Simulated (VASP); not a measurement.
# HC4 in VASP: a series of runs

The runs below take HC4 through single point, with PBE+D3(BJ).

All numbers are computed with VASP 6.6.1; they aren't measurements. Logs are shortened: lines on timing, memory, paths and dates and some standing lists are left out, and cuts for length are marked.

## 1. The cell of the first run

The cell holds a slab with vacuum, 10 atoms: a = 4.931 Å, b = 4.931 Å, c = 18.000 Å, α = 90.00°, β = 90.00°, γ = 120.00°.

## 2. Single point, PBE+D3(BJ)

INCAR reads:

```
SYSTEM = HC4
ALGO     = Normal         ! electronic algorithm
DIPOL    = 0.5 0.5 0.238
EDIFF    = 1E-7           ! SCF threshold, eV
ENCUT    = 520            ! plane-wave cutoff, eV
GGA      = PE             ! functional
IDIPOL   = 3            
ISIF     = 2              ! what is computed and relaxed
ISMEAR   = 0              ! smearing method
IVDW     = 12             ! dispersion correction
LASPH    = .TRUE.         ! aspherical terms in the spheres
LCHARG   = .FALSE.        ! write CHGCAR
LDIPOL   = .TRUE.       
LREAL    = .FALSE.        ! projectors in reciprocal space
LWAVE    = .FALSE.        ! write WAVECAR
NBANDS   = 28             ! bands
NELM     = 100            ! most SCF steps
PREC     = Accurate       ! precision mode
SIGMA    = 0.1            ! smearing width, eV
```

KPOINTS reads:

```
k-points
0
G
  6 6 1
  0 0 0
```

POSCAR reads:

```
HC4
1.0
    4.9314011428      0.0000000001      0.0000000000
   -2.4657005715      4.2707186659      0.0000000000
    0.0000000000      0.0000000000     18.0000000000
C H
8 2
Direct
    0.1666666667      0.3333333333      0.2222222222
    0.1666666667      0.8333333333      0.2222222222
    0.6666666667      0.3333333333      0.2222222222
    0.6666666667      0.8333333333      0.2222222222
    0.3333333333      0.1666666667      0.2222222222
    0.3333333333      0.6666666667      0.2222222222
    0.8333333333      0.1666666667      0.2222222222
    0.8333333333      0.6666666667      0.2222222222
    0.1739562988      0.1739571079      0.3005555556
    0.3260437012      0.3260428921      0.3005555556
```

Potentials or basis: VASP PAW PBE potentials, release 64 (C, H).

The run is started by

```
$ cat potpaw_PBE.64/C/POTCAR potpaw_PBE.64/H/POTCAR > POTCAR
$ mpirun -np 1 vasp_std > vasp.out
```

OUTCAR:

```text
SYSTEM = HC4
   EDIFF = 1E-7
   ENCUT = 520
   GGA = PE
   ISIF = 2
   ISMEAR = 0
   IVDW = 12
   LASPH = .TRUE.
   LREAL = .FALSE.
   NELM = 100
   PREC = Accurate
 IVDW          = 12

 ion  position               nearest neighbor table
   1  0.167  0.333  0.222-   5 1.42   7 1.42   6 1.42
   2  0.167  0.833  0.222-   6 1.42   8 1.42   5 1.42
   3  0.667  0.333  0.222-   7 1.42   5 1.42   8 1.42
   4  0.667  0.833  0.222-   8 1.42   6 1.42   7 1.42
   5  0.333  0.167  0.222-   1 1.42   3 1.42   2 1.42
   6  0.333  0.667  0.222-   2 1.42   4 1.42   1 1.42
   7  0.833  0.167  0.222-   3 1.42   1 1.42   4 1.42
   8  0.833  0.667  0.222-   4 1.42   2 1.42   3 1.42
   9  0.174  0.174  0.301-  10 0.75
  10  0.326  0.326  0.301-   9 0.75

  LATTYP: Found a hexagonal cell.
 ALAT       =     4.9314011428
 C/A-ratio  =     3.6500782392

  Lattice vectors:

 A1 = (   4.9314011428,   0.0000000001,   0.0000000000)
 A2 = (  -2.4657005715,   4.2707186659,   0.0000000000)
 A3 = (   0.0000000000,   0.0000000000,  18.0000000000)

Analysis of symmetry for initial positions (statically):
=====================================================================
 Subroutine PRICEL returns:
 Original cell was already a primitive cell.

 Routine SETGRP: Setting up the symmetry group for a
 hexagonal supercell.

 Subroutine GETGRP returns: Found  4 space group operations
 (whereof  2 operations were pure point group operations)
 out of a pool of 24 trial point group operations.

The static configuration has the point symmetry C_1h.
 The point group associated with its full space group is C_2v.

Analysis of symmetry for dynamics (positions and initial velocities):
=====================================================================
 Subroutine PRICEL returns:
 Original cell was already a primitive cell.

 Routine SETGRP: Setting up the symmetry group for a
 hexagonal supercell.

 Subroutine GETGRP returns: Found  4 space group operations
 (whereof  2 operations were pure point group operations)
 out of a pool of 24 trial point group operations.

The dynamic configuration has the point symmetry C_1h.
 The point group associated with its full space group is C_2v.

 Subroutine INISYM returns: Found  4 space group operations
 (whereof  2 operations are pure point group operations),
 and found     1 'primitive' translations

----------------------------------------------------------------------------------------

                                     Primitive cell
[... 112 lines left out ...]
   IALGO  =     38    algorithm
   IMIX   =      4    mixing-type and parameters
     AMIX     =   0.40;   BMIX     =  1.00
     AMIX_MAG =   1.60;   BMIX_MAG =  1.00
  volume/ion in A,a.u.               =      37.91       255.82
  Fermi-wavevector in a.u.,A,eV,Ry     =   0.732802  1.384795  7.306308  0.536999
  Thomas-Fermi vector in A             =   1.825354
   LORBIT       =      0    0 simple, 1 ext, 2 COOP (PROOUT), +10 PAW based schemes
   GGA     = PE    functional components
   LHFCALC =     F    Hartree Fock is set to
   AEXX    =    0.0000 exact exchange contribution
   IVDW    =    12    specifies the selected vdW correction
   LEPSILON=     F    determine dielectric tensor
   LRPA    =     F    only Hartree local field effects (RPA)
 non-spin polarized calculation
 Gauss-broadening in eV      SIGMA  =   0.10
  energy-cutoff  :      520.00
  volume of cell :      379.09
 maximum number of plane-waves:     10258
 NGX is ok and might be reduce to    40
   NGX = 19   NGY = 19   NGZ = 67

 dipolmoment           0.000000      0.000000     -0.001397 electrons x Angstroem

 number of electron      33.9999997 magnetization

 dipolmoment           0.000000      0.000000      0.017359 electrons x Angstroem

 Free energy of the ion-electron system (eV)
  ---------------------------------------------------
  ext. energy  EPLUGINS =         0.00000000
  ---------------------------------------------------
  free energy    TOTEN  =       -76.79232063 eV

  energy without entropy =      -76.79232063  energy(sigma->0) =      -76.79232063

 E-fermi :  -2.6045     XC(G=0):  -2.6457

 val. band max:       -3.0209562509   @ k =   0.3333   0.3333   0.0000
 cond. band min:      -2.1865615944   @ k =   0.3333   0.3333   0.0000
 fundamental gap:      0.8343946565
 Fermi energy:        -2.6045446866

 k-point     1 :       0.0000    0.0000    0.0000
  band No.  band energies     occupation
      1     -22.6310      2.00000
      2     -17.9018      2.00000
      3     -17.1870      2.00000
      4     -17.0512      2.00000
      5     -16.2681      2.00000
      6     -16.2377      2.00000
[... 392 lines left out ...]
     27       4.3487      0.00000
     28       4.6567      0.00000

------------------------ aborting loop because EDIFF is reached ----------------------------------------

 vacuum level on the upper side and lower side of the slab       (xc-potential included)         0.058        -0.081

 Edisp (eV)   -0.82103

 E8    (eV) :    -0.2479

  FORCE on cell =-STRESS in cart. coord.  units (eV):
  Direction    XX          YY          ZZ          XY          YZ          ZX
  --------------------------------------------------------------------------------------
  -------------------------------------------------------------------------------------
  Total       3.11118    -0.13417    12.69172    -2.81055     0.00000     0.00000
  in kB      13.14896    -0.56703    53.63980   -11.87839     0.00000     0.00000
  external pressure =       22.07 kB  Pullay stress =        0.00 kB

 VOLUME and BASIS-vectors are now :
 -----------------------------------------------------------------------------
  energy-cutoff  :      520.00
  volume of cell :      379.09
      direct lattice vectors                 reciprocal lattice vectors
     4.931401143  0.000000000  0.000000000     0.202782124  0.117076314  0.000000000
    -2.465700572  4.270718666  0.000000000    -0.000000000  0.234152628  0.000000000
     0.000000000  0.000000000 18.000000000     0.000000000  0.000000000  0.055555556

 POSITION                                       TOTAL-FORCE (eV/Angst)
 -----------------------------------------------------------------------------------
      0.00000      1.42357      4.00000        -2.059695      1.189165     -3.882381
     -1.23285      3.55893      4.00000         0.009878      0.130201     -0.442948
      2.46570      1.42357      4.00000        -0.107818     -0.073655     -0.442948
      1.23285      3.55893      4.00000         0.013285     -0.007670      0.238005
      1.23285      0.71179      4.00000         2.059695     -1.189165     -3.882381
     -0.00000      2.84715      4.00000        -0.009878     -0.130201     -0.442948
      3.69855      0.71179      4.00000         0.107818      0.073655     -0.442948
      2.46570      2.84715      4.00000        -0.013285      0.007670      0.238005
      0.42892      0.74292      5.41000        -0.040059     -0.069384      4.530272
      0.80393      1.39244      5.41000         0.040059      0.069384      4.530272
 -----------------------------------------------------------------------------------
    total drift:                               -0.001648      0.002867      0.000522

  FREE ENERGIE OF THE ION-ELECTRON SYSTEM (eV)
  ---------------------------------------------------
  free  energy   TOTEN  =       -77.6133491875 eV

  energy  without entropy=      -77.6133491873  energy(sigma->0) =      -77.61334919

 vacuum level on the upper side and lower side of the slab         1.908         1.762
```

stdout:

```text
POSCAR found type information on POSCAR C H
 POSCAR found :  2 types and      10 ions
 scaLAPACK will be used
 LDA part: xc-table for (Slater+PW92), standard interpolation
 POSCAR, INCAR and KPOINTS ok, starting setup
 FFT: planning ... GRIDC
 FFT: planning ... GRID_SOFT
 FFT: planning ... GRID
 WAVECAR not read
 entering main loop
```

Run time: 6.3 min. Hardware: 1 thread of Intel Xeon 8259CL, shared host; peak memory 0.56 GiB.

Results:

```yaml
Free_energy: -77.6133 eV
Largest_force: 4.553 eV/Å
Band_gap_on_the_k_mesh: 0.83 eV
Dispersion_energy_per_atom: -0.082 eV
```

Forces in eV/Å, atoms in the order of the input:
```
C   -2.060  1.189 -3.882
C    0.010  0.130 -0.443
C   -0.108 -0.074 -0.443
C    0.013 -0.008  0.238
C    2.060 -1.189 -3.882
C   -0.010 -0.130 -0.443
C    0.108  0.074 -0.443
C   -0.013  0.008  0.238
H   -0.040 -0.069  4.530
H    0.040  0.069  4.530
```

Levels at points of the mesh, in eV from the valence-band top:
```csv
k point,band 13,band 14,band 15,band 16,band 17,band 18,band 19,band 20,band 21,band 22
"(0.00, 0.00, 0.00)",-2.89,-2.89,-2.38,-2.10,-0.78,1.34,1.60,2.18,4.24,4.64
"(0.50, 0.00, 0.00)",-5.06,-4.80,-3.65,-2.75,-0.78,2.77,3.08,4.84,6.20,6.30
"(0.50, 0.50, 0.00)",-4.99,-4.86,-3.98,-2.61,-0.37,2.63,3.00,5.41,6.13,6.30
```

## 3. Single point, PBE+D3(BJ)

INCAR reads:

```
SYSTEM = HC4
  ALGO = Normal
  DIPOL = 0.5 0.5 0.245
  EDIFF = 1E-6
  ENCUT = 520
  GGA = PE
  IDIPOL = 3
  ISIF = 2
  ISMEAR = 0
  IVDW = 12
  LASPH = .TRUE.
  LCHARG = .TRUE.
  LDIPOL = .TRUE.
  LELF = .TRUE.
  LREAL = .FALSE.
  LVACPOTAV = .TRUE.
  LVHAR = .TRUE.
  LWAVE = .FALSE.
  NBANDS = 28
  NELM = 80
  PREC = Accurate
  SIGMA = 0.1
```

KPOINTS is that of step 2.

POSCAR, as its differences from that of step 2:

```diff
@@ -16,3 +16,3 @@
     0.8333333333      0.6666666667      0.2222222222
-    0.1739562988      0.1739571079      0.3005555556
-    0.3260437012      0.3260428921      0.3005555556
+    0.1739562988      0.1739571079      0.3361111111
+    0.3260437012      0.3260428921      0.3361111111
```

Potentials or basis: VASP PAW PBE potentials, release 64 (C, H).

The run is started by

```
$ cat potpaw_PBE.64/C/POTCAR potpaw_PBE.64/H/POTCAR > POTCAR
$ mpirun -np 1 vasp_std > vasp.out
```

It took 6.6 min on 1 thread of Intel Xeon 8259CL, shared host; peak memory 0.56 GiB.

Results (log left out):

| Property | Result |
| --- | --- |
| Free energy | -80.7405 eV |
| Largest force | 1.000 eV/Å |
| Band gap on the k mesh | 0.08 eV |
| Dispersion energy per atom | -0.082 eV |

Forces on the atoms (eV/Å):
```
C   -0.263  0.152 -0.914
C   -0.041  0.154 -0.079
C   -0.154 -0.042 -0.079
C   -0.075  0.043  0.092
C    0.263 -0.152 -0.914
C    0.041 -0.154 -0.079
C    0.154  0.042 -0.079
C    0.075 -0.043  0.092
H    0.100  0.173  0.980
H   -0.100 -0.173  0.980
```

Levels at points of the mesh, in eV from the valence-band top:
| k point | band 13 | band 14 | band 15 | band 16 | band 17 | band 18 | band 19 | band 20 | band 21 | band 22 |
| --- | --- | --- | --- | --- | --- | --- | --- | --- | --- | --- |
| (0.00, 0.00, 0.00) | -3.00 | -3.00 | -2.36 | -2.32 | -2.10 | 1.52 | 1.67 | 1.74 | 3.76 | 4.28 |
| (0.50, 0.00, 0.00) | -5.02 | -5.02 | -4.62 | -2.75 | -2.44 | 2.81 | 2.84 | 4.25 | 5.77 | 5.90 |
| (0.50, 0.50, 0.00) | -5.02 | -5.01 | -4.72 | -2.73 | -2.38 | 2.80 | 2.84 | 4.90 | 5.77 | 5.99 |

## 4. Single point, PBE+D3(BJ)

INCAR reads:

```
SYSTEM = HC4
ALGO = Normal
DIPOL = 0.5 0.5 0.238
EDIFF = 1E-6
ENCUT = 520
GGA = PE
IDIPOL = 3
ISIF = 2
ISMEAR = 0
IVDW = 12
LASPH = .True.
LCHARG = .False.
LDIPOL = .True.
LREAL = .False.
LWAVE = .False.
NBANDS = 28
NELM = 60
PREC = Accurate
SIGMA = 0.1
```

KPOINTS reads:

```
k-points
0
Gamma
  6 6 1
  0 0 0
```

POSCAR, as its differences from that of step 3:

```diff
@@ -16,3 +16,3 @@
     0.8333333333      0.6666666667      0.2222222222
-    0.1739562988      0.1739571079      0.3361111111
-    0.3260437012      0.3260428921      0.3361111111
+    0.1302565185      0.1302577926      0.3005555556
+    0.3697434815      0.3697422074      0.3005555556
```

The run is started by

```
$ cat potpaw_PBE.64/C/POTCAR potpaw_PBE.64/H/POTCAR > POTCAR
$ mpirun -np 1 vasp_std > vasp.out
```

It took 6.6 min on 1 thread of Intel Xeon 8259CL, shared host; peak memory 0.56 GiB.

The run converged. Its results:

```yaml
Free_energy: -76.4659 eV
Largest_force: 5.053 eV/Å
Band_gap_on_the_k_mesh: 0.14 eV (least direct gap 0.87 eV)
Dispersion_energy_per_atom: -0.090 eV
```

Forces on the atoms (eV/Å):
```
C   -1.724  0.995 -2.792
C    0.138 -0.085 -0.577
C    0.142 -0.077 -0.577
C   -0.046  0.027  0.298
C    1.724 -0.995 -2.792
C   -0.138  0.085 -0.577
C   -0.142  0.077 -0.577
C    0.046 -0.027  0.298
H    1.749  3.029  3.648
H   -1.749 -3.029  3.648
```

Levels at points of the mesh, in eV from the valence-band top:
```
           k point  band 13  band 14  band 15  band 16  band 17  band 18  band 19  band 20  band 21  band 22
(0.00, 0.00, 0.00)    -3.27    -3.26    -2.74    -2.45    -0.91     0.14     1.28     1.88     3.92     4.71
(0.50, 0.00, 0.00)    -5.44    -5.18    -3.70    -3.14    -0.39     2.18     2.68     3.10     5.76     5.85
(0.50, 0.50, 0.00)    -5.40    -5.24    -3.92    -3.11    -0.14     2.32     2.61     3.55     5.18     5.85
```

## 5. The runs side by side

```csv
cell,gap on the mesh (eV),largest force (eV/Å)
"as given, atomic positions A",0.83,4.55
"as given, atomic positions B",0.08,1.00
"as given, atomic positions C",0.14,5.05
```

Alike in all rows: task single point; level PBE+D3(BJ); potentials or basis VASP PAW PBE potentials, release 64 (C, H); no spin polarisation; k mesh 6 × 6 × 1; cutoff (eV) 520; smearing gaussian 0.1 eV.

Total energies depend on the potentials used, so only differences within one code and one set of settings carry meaning.
